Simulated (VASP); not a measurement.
# InSe in VASP: settings compared, part 3 of 3

VASP 6.6.1.

## (5) Single point, LDA

This run uses another cell than the first one, of 30.99 Å³/atom.

Contents of INCAR:

```
  PREC = Accurate
  ENCUT = 520
  EDIFF = 1E-6
  ISMEAR = -1
  SIGMA = 0.05
  LREAL = F
  LASPH = T
  NELM = 60
  ALGO = Normal
  ISIF = 2
  LWAVE = F
  LCHARG = F
  GGA = CA
  NBANDS = 27
```

Contents of KPOINTS:

```
Automatic mesh
0
Gamma
  8 8 8
```

Contents of POSCAR:

```
InSe
1.0
    2.0392256448      1.1773474750      8.6055322212
   -2.0392256448      1.1773474750      8.6055322212
    0.0000000000     -2.3546949500      8.6055322212
In Se
2 2
Direct
    0.8886000000      0.8886000000      0.8886000000
    0.0000000000      0.0000000000      0.0000000000
    0.1719000000      0.1719000000      0.1719000000
    0.3835000000      0.3835000000      0.3835000000
```

Potentials or basis: VASP PAW LDA potentials, release 64 (In_d, Se).

On the command line:

```sh
cat potpaw_LDA.64/In_d/POTCAR potpaw_LDA.64/Se/POTCAR > POTCAR
mpirun -np 1 vasp_std > vasp.out
```

OUTCAR:

```text
PREC = Accurate
   ENCUT = 520
   EDIFF = 1E-6
   ISMEAR = -1
   LREAL = F
   LASPH = T
   NELM = 60
   ISIF = 2
   GGA = CA

 ion  position               nearest neighbor table
   1  0.889  0.889  0.889-   3 2.69   3 2.69   3 2.69   2 2.88
   2  0.000  0.000  0.000-   4 2.69   4 2.69   4 2.69   1 2.88
   3  0.172  0.172  0.172-   1 2.69   1 2.69   1 2.69
   4  0.383  0.383  0.383-   2 2.69   2 2.69   2 2.69

  LATTYP: Found a trigonal (rhomboedric) cell.
 ALAT       =     8.9218704943
 COS(alpha) =     0.8955162542

  Lattice vectors:

 A1 = (   2.0392256448,   1.1773474750,   8.6055322212)
 A2 = (  -2.0392256448,   1.1773474750,   8.6055322212)
 A3 = (   0.0000000000,  -2.3546949500,   8.6055322212)

Analysis of symmetry for initial positions (statically):
=====================================================================
 Subroutine PRICEL returns:
 Original cell was already a primitive cell.

 Routine SETGRP: Setting up the symmetry group for a
 trigonal (rhombohedral) supercell.

 Subroutine GETGRP returns: Found  6 space group operations
 (whereof  6 operations were pure point group operations)
 out of a pool of 12 trial point group operations.

The static configuration has the point symmetry C_3v.

Analysis of symmetry for dynamics (positions and initial velocities):
=====================================================================
 Subroutine PRICEL returns:
 Original cell was already a primitive cell.

 Routine SETGRP: Setting up the symmetry group for a
 trigonal (rhombohedral) supercell.

 Subroutine GETGRP returns: Found  6 space group operations
 (whereof  6 operations were pure point group operations)
 out of a pool of 12 trial point group operations.

The dynamic configuration has the point symmetry C_3v.

 Subroutine INISYM returns: Found  6 space group operations
[... 116 lines left out ...]
   ISMEAR =    -1;   SIGMA  =   0.05  broadening in eV -4-tet -1-fermi 0-gaus
   EFERMI_NEDOS =   21; number of points for ismear=-14 and -15
   IALGO  =     38    algorithm
   IMIX   =      4    mixing-type and parameters
     AMIX     =   0.40;   BMIX     =  1.00
     AMIX_MAG =   1.60;   BMIX_MAG =  1.00
  volume/ion in A,a.u.               =      30.99       209.14
  Fermi-wavevector in a.u.,A,eV,Ry     =   1.103832  2.085940 16.577957  1.218446
  Thomas-Fermi vector in A             =   2.240296
   LORBIT       =      0    0 simple, 1 ext, 2 COOP (PROOUT), +10 PAW based schemes
   GGA     = CA    functional components
   LHFCALC =     F    Hartree Fock is set to
   AEXX    =    0.0000 exact exchange contribution
   IVDW    =     0    specifies the selected vdW correction
   LEPSILON=     F    determine dielectric tensor
   LRPA    =     F    only Hartree local field effects (RPA)
 non-spin polarized calculation
  energy-cutoff  :      520.00
  volume of cell :      123.96
 maximum number of plane-waves:      3363
 NGX is ok and might be reduce to    70
   NGX = 33   NGY = 33   NGZ = 33

 number of electron      38.0000000 magnetization

 Free energy of the ion-electron system (eV)
  ---------------------------------------------------
  ext. energy  EPLUGINS =         0.00000000
  ---------------------------------------------------
  free energy    TOTEN  =       -16.52728274 eV

  energy without entropy =      -16.52688296  energy(sigma->0) =      -16.52708285

 E-fermi :   3.4308     XC(G=0):  -9.0088

 val. band max:        3.3595725285   @ k =   0.5000   0.5000   0.5000
 cond. band min:       3.4579243622   @ k =   0.5000   0.5000   0.5000
 fundamental gap:      0.0983518337
 Fermi energy:         3.4307791740

 k-point     1 :       0.0000    0.0000    0.0000
  band No.  band energies     occupation
      1     -11.2379      2.00000
      2     -11.0893      2.00000
      3     -11.0893      2.00000
      4     -11.0261      2.00000
      5     -11.0261      2.00000
      6     -11.0082      2.00000
[... 709 lines left out ...]
     26       9.6126      0.00000
     27       9.9828      0.00000

 [... further k-points ...]

------------------------ aborting loop because EDIFF is reached ----------------------------------------

  FORCE on cell =-STRESS in cart. coord.  units (eV):
  Direction    XX          YY          ZZ          XY          YZ          ZX
  --------------------------------------------------------------------------------------
  -------------------------------------------------------------------------------------
  Total       -2.7208455     -2.7208455     -3.3857444     -0.0000000      0.0000000      0.0000000
  in kB      -35.1653977    -35.1653977    -43.7588426     -0.0000000      0.0000000      0.0000000
  external PRESSURE =     -38.0298794 kB  Pullay stress =       0.0000000 kB

 VOLUME and BASIS-vectors are now :
 -----------------------------------------------------------------------------
  energy-cutoff  :      520.00
  volume of cell :      123.96
      direct lattice vectors                 reciprocal lattice vectors
     2.039225645  1.177347475  8.605532221     0.245191110  0.141561154  0.038734773
    -2.039225645  1.177347475  8.605532221    -0.245191110  0.141561154  0.038734773
     0.000000000 -2.354694950  8.605532221     0.000000000 -0.283122307  0.038734773

 POSITION                                       TOTAL-FORCE (eV/Angst)
 -----------------------------------------------------------------------------------
      0.00000      0.00000     22.94063         0.000000      0.000000      0.025806
      0.00000      0.00000      0.00000         0.000000      0.000000     -0.007300
      0.00000      0.00000      4.43787         0.000000      0.000000      0.428886
      0.00000      0.00000      9.90066         0.000000     -0.000000     -0.447391
 -----------------------------------------------------------------------------------
    total drift:                                0.000000      0.000000      0.000391

  FREE ENERGIE OF THE ION-ELECTRON SYSTEM (eV)
  ---------------------------------------------------
  free  energy   TOTEN  =       -16.5272827435 eV

  energy  without entropy=      -16.5268829644  energy(sigma->0) =      -16.52708285
```

OSZICAR:

```text
N       E                     dE             d eps       ncg     rms          rms(c)
DAV:   1     0.334603725731E+03    0.33460E+03   -0.17106E+04  3510   0.152E+03
DAV:   2     0.236084550961E+02   -0.31100E+03   -0.30168E+03  3543   0.375E+02
DAV:   3    -0.151593434023E+02   -0.38768E+02   -0.38060E+02  4508   0.145E+02
DAV:   4    -0.169519031805E+02   -0.17926E+01   -0.17870E+01  4115   0.323E+01
DAV:   5    -0.170292121344E+02   -0.77309E-01   -0.77294E-01  5413   0.651E+00    0.623E+00
DAV:   6    -0.165676369660E+02    0.46158E+00   -0.88390E-01  4983   0.148E+01    0.383E+00
DAV:   7    -0.165348215401E+02    0.32815E-01   -0.28994E-01  4565   0.334E+00    0.115E+00
DAV:   8    -0.165281374640E+02    0.66841E-02   -0.23022E-02  5333   0.158E+00    0.468E-01
DAV:   9    -0.165272580000E+02    0.87946E-03   -0.47808E-03  4627   0.550E-01    0.143E-01
DAV:  10    -0.165272696445E+02   -0.11645E-04   -0.31370E-04  4715   0.150E-01    0.732E-02
DAV:  11    -0.165272854148E+02   -0.15770E-04   -0.71238E-05  4858   0.712E-02    0.182E-02
DAV:  12    -0.165272821738E+02    0.32409E-05   -0.14946E-05  4880   0.361E-02    0.113E-02
DAV:  13    -0.165272827435E+02   -0.56969E-06   -0.21323E-06  3277   0.727E-03
   1 F= -.16527283E+02 E0= -.16527083E+02  d E =-.399779E-03
```

stdout:

```text
POSCAR found type information on POSCAR InSe
 POSCAR found :  2 types and       4 ions
 scaLAPACK will be used
 LDA part: xc-table for (Slater(with rela. corr.)+CA(PZ))
 , standard interpolation
 POSCAR, INCAR and KPOINTS ok, starting setup
 FFT: planning ... GRIDC
 FFT: planning ... GRID_SOFT
 FFT: planning ... GRID
 WAVECAR not read
 entering main loop
```

Wall time 12 min (1 thread of AMD EPYC 9R45 (Zen 5), shared host); peak memory 0.56 GiB.

Results:

```yaml
Free_energy: -16.5273 eV
Pressure: -3.8 GPa
Largest_force: 0.447 eV/Å
Band_gap_on_the_k_mesh: 0.10 eV
```

Forces in eV/Å, atoms in the order of the input:
```
In   0.000  0.000  0.026
In   0.000  0.000 -0.007
Se   0.000  0.000  0.429
Se   0.000  0.000 -0.447
```

Stress tensor (GPa, compression positive):
```
-3.52  0.00  0.00
 0.00 -3.52  0.00
 0.00  0.00 -4.38
```

Caveat: the cell stands under tension; spin-orbit coupling is left out, which moves the levels of the heavy elements.

## (6) The runs side by side

```csv
level,potentials or basis,cell,k mesh,cutoff (eV),smearing,gap on the mesh (eV),pressure (GPa),largest force (eV/Å)
"revpbe exchange, lda correlation","VASP PAW PBE potentials, release 64 (In_d, Se)","a = 8.750 Å, angles 26.4°, 4 atoms, atomic positions A",8 × 8 × 8,500,gaussian 0.01 eV,0.57,8.7,0.53
LDA,"VASP PAW LDA potentials, release 64 (In_d, Se)","a = 8.750 Å, angles 26.4°, 4 atoms, atomic positions B",6 × 6 × 6,520,methfessel-paxton 0.05 eV,0.32,-1.6,0.51
LDA,"VASP PAW LDA potentials, release 64 (In_d, Se)","a = 8.865 Å, angles 26.4°, 4 atoms, atomic positions A",8 × 8 × 8,520,fermi-dirac 0.05 eV,0.14,-3.1,0.33
LDA,"VASP PAW LDA potentials, release 64 (In_d, Se)","a = 8.922 Å, angles 26.4°, 4 atoms, atomic positions A",8 × 8 × 8,520,fermi-dirac 0.05 eV,0.10,-3.8,0.45
```

Alike in all rows: task single point; no spin polarisation.

Caveats: spin-orbit coupling is left out, which moves the levels of the heavy elements; the cell stands under tension (at least some runs); the cell stands under pressure (at least some runs); the PAW data sets were made with another functional, which shifts forces and pressure a little (at least some runs).

Absolute energies hang on the potentials; compare differences alone.
